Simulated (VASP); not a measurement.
Set up this calculation in VASP 6.6.1, as the native input.

| Item | Value |
| --- | --- |
| Task | electric field gradients |
| Functional | PBE |
| Potentials or basis | VASP PAW PBE potentials, release 64 (Cd, S) |
| Cutoff | 520 eV |
| k mesh | 8 × 8 × 8 |
| Occupations | fermi-dirac, width 0.01 eV |
| Spin | no spin polarisation |
| Dipole correction | no |
| Further INCAR settings | ALGO = Normal; EDIFF = 1e-08; NBANDS = 16 |

The structure of CdS lies in POSCAR:

```
CdS
1.0
    0.0000000000      2.8884175019      2.9536500000
    2.8884175019      0.0000000000      2.9536500000
    2.8884175019      2.8884175019      0.0000000000
Cd S
1 1
Direct
    0.0000000000      0.0000000000      0.0000000000
    0.7500000000      0.7500000000      0.7500000000
```

This cell differs from its parent crystal: z stretched by +1.5 % at fixed volume.

One way to write it, as run:

INCAR

```
SYSTEM = CdS
  PREC = Accurate
  ENCUT = 520
  EDIFF = 1E-8
  ISMEAR = -1
  SIGMA = 0.01
  LREAL = .False.
  LASPH = .True.
  NELM = 80
  ALGO = Normal
  ISIF = 2
  LWAVE = .False.
  LCHARG = .False.
  GGA = PE
  LEFG = .True.
  NBANDS = 16
```

KPOINTS

```
Automatic mesh
0
Gamma
  8 8 8
  0 0 0
```

Potentials or basis: VASP PAW PBE potentials, release 64 (Cd, S).

Command:

```bash
$ cat potpaw_PBE.64/Cd/POTCAR potpaw_PBE.64/S/POTCAR > POTCAR
$ mpirun -np 1 vasp_std > vasp.out
```

Results of the run:

```yaml
Pressure: 3.7 GPa
Band_gap_on_the_k_mesh: 1.14 eV, direct
```

Caveat: without QUAD_EFG the Cq values of the log hold for a quadrupole moment of 1 mb, not for the nuclei.

Run time: 32 s on 1 thread of AMD EPYC 9R14 (Zen 4), on a shared host, peak memory 0.17 GiB.
